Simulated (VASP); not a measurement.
# Ti (P6_3/mmc) in VASP: further runs

Ti is run at these levels: PBEsol; tasks: electric field gradients.

Program: VASP 6.6.1. These are calculated values, not measurements. Logs are shortened: lines on timing, memory, paths and dates and some standing lists are left out, and cuts for length are marked.

## Step 1: The cell of the first run

It takes space group P6_3/mmc (No. 194, hexagonal). Conventional cell: a = 2.891 Å, b = 2.891 Å, c = 4.686 Å, α = 90.00°, β = 90.00°, γ = 120.00°. Ti (site symmetry -6m2) has 12 Ti at 2.88 to 2.89 Å within 3.8 Å.

## Step 2: Electric field gradients, PBEsol (equal xx and yy strain of -2 %)

INCAR

```
PREC = Accurate ; ENCUT = 400
EDIFF = 1E-8 ; ISMEAR = -1
SIGMA = 0.08 ; LREAL = F
LASPH = T ; NELM = 120
ALGO = Normal ; ISIF = 2
LWAVE = F ; LCHARG = F
GGA = PS ; LEFG = T
NBANDS = 19 ; GGA_COMPAT = F
```

KPOINTS

```
regular mesh
0
Gamma
  13 13 7
```

POSCAR

```
Ti
1.0
    2.8909979032      0.0000000000      0.0000000000
   -1.4454989516      2.5036776264      0.0000000000
    0.0000000000      0.0000000000      4.6860000000
Ti
2
Direct
    0.3333333333      0.6666666667      0.2500000000
    0.6666666667      0.3333333333      0.7500000000
```

Potentials or basis: VASP PAW PBE potentials, release 64 (Ti_sv).

Run with:

```
$ cat potpaw_PBE.64/Ti_sv/POTCAR > POTCAR
$ mpirun -np 1 vasp_std > vasp.out
```

OUTCAR:

```text
PREC = Accurate
   ENCUT = 400
   EDIFF = 1E-8
   ISMEAR = -1
   LREAL = F
   LASPH = T
   NELM = 120
   ISIF = 2
   GGA = PS

 ion  position               nearest neighbor table
   1  0.333  0.667  0.250-   2 2.88   2 2.88   2 2.88   2 2.88   2 2.88   2 2.88
   2  0.667  0.333  0.750-   1 2.88   1 2.88   1 2.88   1 2.88   1 2.88   1 2.88

  LATTYP: Found a hexagonal cell.
 ALAT       =     2.8909979032
 C/A-ratio  =     1.6208936004

  Lattice vectors:

 A1 = (   2.8909979032,   0.0000000000,   0.0000000000)
 A2 = (  -1.4454989516,   2.5036776264,   0.0000000000)
 A3 = (   0.0000000000,   0.0000000000,   4.6860000000)

Analysis of symmetry for initial positions (statically):
=====================================================================
 Subroutine PRICEL returns:
 Original cell was already a primitive cell.

 Routine SETGRP: Setting up the symmetry group for a
 hexagonal supercell.

 Subroutine GETGRP returns: Found 24 space group operations
 (whereof 12 operations were pure point group operations)
 out of a pool of 24 trial point group operations.

The static configuration has the point symmetry D_3d.
 The point group associated with its full space group is D_6h.

Analysis of symmetry for dynamics (positions and initial velocities):
=====================================================================
 Subroutine PRICEL returns:
 Original cell was already a primitive cell.

 Routine SETGRP: Setting up the symmetry group for a
 hexagonal supercell.

 Subroutine GETGRP returns: Found 24 space group operations
 (whereof 12 operations were pure point group operations)
 out of a pool of 24 trial point group operations.

The dynamic configuration has the point symmetry D_3d.
 The point group associated with its full space group is D_6h.

 Subroutine INISYM returns: Found 24 space group operations
 (whereof 12 operations are pure point group operations),
 and found     1 'primitive' translations

----------------------------------------------------------------------------------------

                                     Primitive cell

  volume of cell :      33.9179

  direct lattice vectors                    reciprocal lattice vectors
     2.890997903  0.000000000  0.000000000     0.345901323  0.199706222  0.000000000
    -1.445498952  2.503677626  0.000000000     0.000000000  0.399412444  0.000000000
     0.000000000  0.000000000  4.686000000     0.000000000  0.000000000  0.213401622

  length of vectors
     2.890997903  2.890997903  4.686000000     0.399412444  0.399412444  0.213401622

  position of ions in fractional coordinates (direct lattice)
     0.333333333  0.666666667  0.250000000
     0.666666667  0.333333333  0.750000000

  ion indices of the primitive-cell ions
   primitive index   ion index
                 1           1
                 2           2

----------------------------------------------------------------------------------------

 KPOINTS: regular mesh

Automatic generation of k-mesh.
 Grid dimensions read from file:
 generate k-points for:   13   13    7

 Generating k-lattice:

  Cartesian coordinates                     Fractional coordinates (reciprocal lattice)
     0.026607794  0.015362017  0.000000000     0.076923077  0.000000000  0.000000000
     0.000000000  0.030724034  0.000000000     0.000000000  0.076923077  0.000000000
     0.000000000  0.000000000  0.030485946     0.000000000  0.000000000  0.142857143

  Length of vectors
     0.030724034  0.030724034  0.030485946

  Shift w.r.t. Gamma in fractional coordinates (k-lattice)
     0.000000000  0.000000000  0.000000000

 Subroutine IBZKPT returns following result:
 ===========================================

 Found     84 irreducible k-points:

 Following reciprocal coordinates:
            Coordinates               Weight
  0.000000  0.000000  0.000000      1.000000
  0.076923  0.000000  0.000000      6.000000
  0.153846  0.000000  0.000000      6.000000
  0.230769  0.000000  0.000000      6.000000
  0.307692  0.000000  0.000000      6.000000
  0.384615  0.000000  0.000000      6.000000
[... 16 lines left out ...]
  0.076923  0.000000  0.142857     12.000000
  0.153846  0.000000  0.142857     12.000000
 [... further k-points ...]
   k-points           NKPTS =     84   k-points in BZ     NKDIM =     84   number of bands    NBANDS=     19
   number of dos      NEDOS =    301   number of ions     NIONS =      2
   total plane-waves  NPLWV =  12800
   dimension x,y,z NGX =    20 NGY =   20 NGZ =   32
   dimension x,y,z NGXF=    40 NGYF=   40 NGZF=   64
   ions per type =               2
   NGX,Y,Z   is equivalent  to a cutoff of  11.50, 11.50, 11.35 a.u.
   NGXF,Y,Z  is equivalent  to a cutoff of  23.00, 23.00, 22.71 a.u.
 SYSTEM =  unknown system
   PREC   = accura    normal or accurate (medium, high low for compatibility)
   ISTART =      0    job   : 0-new  1-cont  2-samecut
   ICHARG =      2    charge: 1-file 2-atom 10-const
   ISPIN  =      1    spin polarized calculation?
   LNONCOLLINEAR =      F non collinear calculations
   LSORBIT =      F    spin-orbit coupling
   LASPH  =      T    aspherical Exc in radial PAW
   ENCUT  =  400.0 eV  29.40 Ry    5.42 a.u.   4.71  4.71  7.64*2*pi/ulx,y,z
   NELM   =    120;   NELMIN=  2; NELMDL= -5     # of ELM steps
   EDIFF  = 0.1E-07   stopping-criterion for ELM
   LREAL  =      F    real-space projection
   EDIFFG = 0.1E-06   stopping-criterion for IOM
   NSW    =      0    number of steps for IOM
   IBRION =     -1    ionic relax: 0-MD 1-quasi-New 2-CG
   NFREE  =      0    steps in history (QN), initial steepest desc. (CG)
   ISIF   =      2    stress and relaxation
   ISYM   =      2    0-nonsym 1-usesym 2-fastsym
   POTIM  = 0.5000    time-step for ionic-motion
   TEBEG  =    0.0;   TEEND  =   0.0 temperature during run
   PSTRESS=    0.0 pullay stress
   NELECT =      24.0000    total number of electrons
   NUPDOWN=      -1.0000    fix difference up-down
   EMIN   =  10.00;   EMAX   =-10.00  energy-range for DOS
   EFERMI =   0.00;   METHOD = LEGACY
   ISMEAR =    -1;   SIGMA  =   0.08  broadening in eV -4-tet -1-fermi 0-gaus
   EFERMI_NEDOS =   21; number of points for ismear=-14 and -15
   IALGO  =     38    algorithm
   IMIX   =      4    mixing-type and parameters
     AMIX     =   0.40;   BMIX     =  1.00
     AMIX_MAG =   1.60;   BMIX_MAG =  1.00
  volume/ion in A,a.u.               =      16.96       114.44
  Fermi-wavevector in a.u.,A,eV,Ry     =   1.458822  2.756775 28.955412  2.128163
  Thomas-Fermi vector in A             =   2.575462
   LORBIT       =      0    0 simple, 1 ext, 2 COOP (PROOUT), +10 PAW based schemes
   GGA     = PS    functional components
   LHFCALC =     F    Hartree Fock is set to
   AEXX    =    0.0000 exact exchange contribution
   IVDW    =     0    specifies the selected vdW correction
   LEPSILON=     F    determine dielectric tensor
   LRPA    =     F    only Hartree local field effects (RPA)
 non-spin polarized calculation
  energy-cutoff  :      400.00
  volume of cell :       33.92
 maximum number of plane-waves:       634
 NGX is ok and might be reduce to    20
   NGX =  9   NGY =  9   NGZ = 15

 number of electron      24.0000017 magnetization

 Free energy of the ion-electron system (eV)
  ---------------------------------------------------
  ext. energy  EPLUGINS =         0.00000000
  ---------------------------------------------------
  free energy    TOTEN  =       -16.67965562 eV

  energy without entropy =      -16.63228344  energy(sigma->0) =      -16.65596953

 E-fermi :   8.4493     XC(G=0): -11.7500

 val. band max:        8.4441962677   @ k =   0.2308   0.2308   0.4286
 cond. band min:       8.4510469765   @ k =   0.0000   0.0000   0.2857
 fundamental gap:      0.0068507087
 Fermi energy:         8.4492548975

 k-point     1 :       0.0000    0.0000    0.0000
  band No.  band energies     occupation
      1     -48.1010      2.00000
      2     -47.9578      2.00000
      3     -24.8085      2.00000
      4     -24.1120      2.00000
      5     -24.1120      2.00000
      6     -24.0671      2.00000
[... 11 lines left out ...]
     18      10.2499      0.00000
     19      11.7354      0.00000

 k-point     2 :       0.0769    0.0000    0.0000
  band No.  band energies     occupation
      1     -48.0939      2.00000
      2     -47.9547      2.00000
      3     -24.7943      2.00000
      4     -24.1435      2.00000
      5     -24.1220      2.00000
      6     -24.0723      2.00000
[... 476 lines left out ...]
 k-point    24 :       0.1538    0.0000    0.1429
  band No.  band energies     occupation
      1     -48.0682      2.00000
      2     -47.9529      2.00000
      3     -24.7252      2.00000
      4     -24.2241      2.00000
      5     -24.1748      2.00000
      6     -24.1433      2.00000
[... 11 lines left out ...]
     18      10.2963      0.00000
     19      11.8564      0.00000

 [... further k-points ...]
[... 5 lines left out ...]
  --------------------------------------------------------------------------------------
  -------------------------------------------------------------------------------------
  Total       -0.3657672     -0.3657672     -0.9118893      0.0000000      0.0000000      0.0000000
  in kB      -17.2777358    -17.2777358    -43.0748945      0.0000000      0.0000000      0.0000000
  external PRESSURE =     -25.8767887 kB  Pullay stress =       0.0000000 kB

 VOLUME and BASIS-vectors are now :
 -----------------------------------------------------------------------------
  energy-cutoff  :      400.00
  volume of cell :       33.92
      direct lattice vectors                 reciprocal lattice vectors
     2.890997903  0.000000000  0.000000000     0.345901323  0.199706222  0.000000000
    -1.445498952  2.503677626  0.000000000     0.000000000  0.399412444  0.000000000
     0.000000000  0.000000000  4.686000000     0.000000000  0.000000000  0.213401622

 POSITION                                       TOTAL-FORCE (eV/Angst)
 -----------------------------------------------------------------------------------
     -0.00000      1.66912      1.17150         0.000000     -0.000000      0.000000
      1.44550      0.83456      3.51450        -0.000000      0.000000      0.000000
 -----------------------------------------------------------------------------------
    total drift:                               -0.000000      0.000000     -0.000000

  FREE ENERGIE OF THE ION-ELECTRON SYSTEM (eV)
  ---------------------------------------------------
  free  energy   TOTEN  =       -16.6796556207 eV

  energy  without entropy=      -16.6322834392  energy(sigma->0) =      -16.65596953

 Electric field gradients (V/A^2)
---------------------------------------------------------------------
 ion       V_xx      V_yy      V_zz      V_xy      V_xz      V_yz
---------------------------------------------------------------------
   1      -6.938    -6.936    13.874     0.001     0.000    -0.000
   2      -6.938    -6.936    13.874     0.001    -0.000     0.000
---------------------------------------------------------------------

 Electric field gradients after diagonalization (V/A^2)
 (convention: |V_zz| > |V_xx| > |V_yy|)
----------------------------------------------------------------------
 ion       V_xx      V_yy      V_zz     asymmetry (V_yy - V_xx)/ V_zz
----------------------------------------------------------------------
   1      -6.938    -6.935    13.874       0.000
   2      -6.938    -6.935    13.874       0.000
----------------------------------------------------------------------

           NMR quadrupolar parameters

 Cq : quadrupolar parameter    Cq=e*Q*V_zz/h
 eta: asymmetry parameters     (V_yy - V_xx)/ V_zz
 Q  : nuclear electric quadrupole moment in mb (millibarn)
----------------------------------------------------------------------
 ion       Cq(MHz)       eta       Q (mb)
----------------------------------------------------------------------
   1       0.034       0.000       1.000
   2       0.034       0.000       1.000
----------------------------------------------------------------------
```

It took 18 s on 1 thread of AMD EPYC 9R45 (Zen 5), shared host; peak memory 0.12 GiB.

Results:

```
Free energy                             : -16.6797 eV
Pressure                                : -2.6 GPa
Band gap on the k mesh                  : zero (bands 12 and 13 overlap by 1.08 eV)
Largest electric field gradient by atom : Ti +13.9 V/Å²
```

Electric field gradients, principal values (V/Å²):
| atom | least | middle | greatest (by size) |
| --- | --- | --- | --- |
| 1 Ti | -6.935 | -6.938 | 13.874 |
| 2 Ti | -6.935 | -6.938 | 13.874 |

Caveat: the cell differs from its parent crystal (equal xx and yy strain of -2 %); without QUAD_EFG the Cq values of the log hold for a quadrupole moment of 1 mb, not for the nuclei; the PAW data sets were made with another functional, which shifts forces and pressure a little.

## Step 3: Electric field gradients, PBEsol (zz strain of -2 %)

INCAR

```
ALGO = Normal
EDIFF = 1E-8
ENCUT = 400
GGA = PS
GGA_COMPAT = False
ISIF = 2
ISMEAR = -1
LASPH = True
LCHARG = False
LEFG = True
LREAL = False
LWAVE = False
NBANDS = 19
NELM = 120
PREC = Accurate
SIGMA = 0.08
```

KPOINTS

```
k-points
0
Gamma
  13 13 7
```

POSCAR

```
Ti
1.0
    2.9499978604      0.0000000000      0.0000000000
   -1.4749989302      2.5547730882      0.0000000000
    0.0000000000      0.0000000000      4.5922800000
Ti
2
Direct
    0.3333333333      0.6666666667      0.2500000000
    0.6666666667      0.3333333333      0.7500000000
```

Potentials or basis: VASP PAW PBE potentials, release 64 (Ti_sv).

Run with:

```
$ cat potpaw_PBE.64/Ti_sv/POTCAR > POTCAR
$ mpirun -np 1 vasp_std > vasp.out
```

OUTCAR:

```text
EDIFF = 1E-8
   ENCUT = 400
   GGA = PS
   ISIF = 2
   ISMEAR = -1
   LASPH = True
   LREAL = False
   NELM = 120
   PREC = Accurate

 ion  position               nearest neighbor table
   1  0.333  0.667  0.250-   2 2.86   2 2.86   2 2.86   2 2.86   2 2.86   2 2.86
   2  0.667  0.333  0.750-   1 2.86   1 2.86   1 2.86   1 2.86   1 2.86   1 2.86

  LATTYP: Found a hexagonal cell.
 ALAT       =     2.9499978604
 C/A-ratio  =     1.5567062138

  Lattice vectors:

 A1 = (   2.9499978604,   0.0000000000,   0.0000000000)
[... 743 lines left out ...]
  ---------------------------------------------------
  free  energy   TOTEN  =       -16.6695299489 eV

  energy  without entropy=      -16.6212318598  energy(sigma->0) =      -16.64538090

 Electric field gradients (V/A^2)
---------------------------------------------------------------------
 ion       V_xx      V_yy      V_zz      V_xy      V_xz      V_yz
---------------------------------------------------------------------
   1     -10.622   -10.619    21.241     0.003     0.000    -0.000
   2     -10.622   -10.619    21.241     0.003    -0.000     0.000
---------------------------------------------------------------------

 Electric field gradients after diagonalization (V/A^2)
 (convention: |V_zz| > |V_xx| > |V_yy|)
----------------------------------------------------------------------
 ion       V_xx      V_yy      V_zz     asymmetry (V_yy - V_xx)/ V_zz
----------------------------------------------------------------------
   1     -10.624   -10.617    21.241       0.000
   2     -10.624   -10.617    21.241       0.000
----------------------------------------------------------------------

           NMR quadrupolar parameters

 Cq : quadrupolar parameter    Cq=e*Q*V_zz/h
 eta: asymmetry parameters     (V_yy - V_xx)/ V_zz
 Q  : nuclear electric quadrupole moment in mb (millibarn)
----------------------------------------------------------------------
 ion       Cq(MHz)       eta       Q (mb)
----------------------------------------------------------------------
   1       0.051       0.000       1.000
   2       0.051       0.000       1.000
----------------------------------------------------------------------
```

OSZICAR:

```text
N       E                     dE             d eps       ncg     rms          rms(c)
DAV:   1     0.239403488778E+03    0.23940E+03   -0.11425E+04  3192   0.134E+03
DAV:   2     0.970519027653E+01   -0.22970E+03   -0.22592E+03  3311   0.403E+02
DAV:   3    -0.178677914978E+02   -0.27573E+02   -0.27277E+02  5921   0.116E+02
[... 11 lines left out ...]
DAV:  15    -0.166695300687E+02   -0.18786E-06   -0.25029E-08  3154   0.126E-03    0.436E-04
DAV:  16    -0.166695300063E+02    0.62380E-07   -0.37973E-09  1770   0.500E-04    0.831E-05
DAV:  17    -0.166695299690E+02    0.37329E-07   -0.74870E-10  1716   0.221E-04    0.359E-05
DAV:  18    -0.166695299530E+02    0.15952E-07   -0.35982E-10  1719   0.165E-04    0.746E-06
DAV:  19    -0.166695299489E+02    0.41282E-08   -0.14097E-10  1707   0.941E-05
   1 F= -.16669530E+02 E0= -.16645381E+02  d E =-.482981E-01
```

stdout:

```text
POSCAR found type information on POSCAR Ti
 POSCAR found :  1 types and       2 ions
 scaLAPACK will be used
 -----------------------------------------------------------------------------
|                                                                             |
|                                                                             |
|     You enforced a specific xc type in the INCAR file but a different       |
|     I HOPE YOU KNOW WHAT YOU ARE DOING!                                     |
|                                                                             |
 -----------------------------------------------------------------------------

 LDA part: xc-table for (Slater+PW92), standard interpolation
 POSCAR, INCAR and KPOINTS ok, starting setup
 FFT: planning ... GRIDC
 FFT: planning ... GRID_SOFT
 FFT: planning ... GRID
 WAVECAR not read
 entering main loop
ion   1

ion   2
```

Run time: 19 s. Hardware: 1 thread of AMD EPYC 9R45 (Zen 5), shared host; peak memory 0.12 GiB.

What came out:

```
Free energy                             : -16.6695 eV
Pressure                                : -4.6 GPa
Band gap on the k mesh                  : zero (bands 12 and 13 overlap by 1.10 eV)
Largest electric field gradient by atom : Ti +21.2 V/Å²
```

Electric field gradients, principal values (V/Å²):
```
atom    least   middle  greatest (by size)
1 Ti  -10.617  -10.624              21.241
2 Ti  -10.617  -10.624              21.241
```

Caveat: the cell differs from its parent crystal (zz strain of -2 %); the cell stands under tension; without QUAD_EFG the Cq values of the log hold for a quadrupole moment of 1 mb, not for the nuclei; the PAW data sets were made with another functional, which shifts forces and pressure a little.
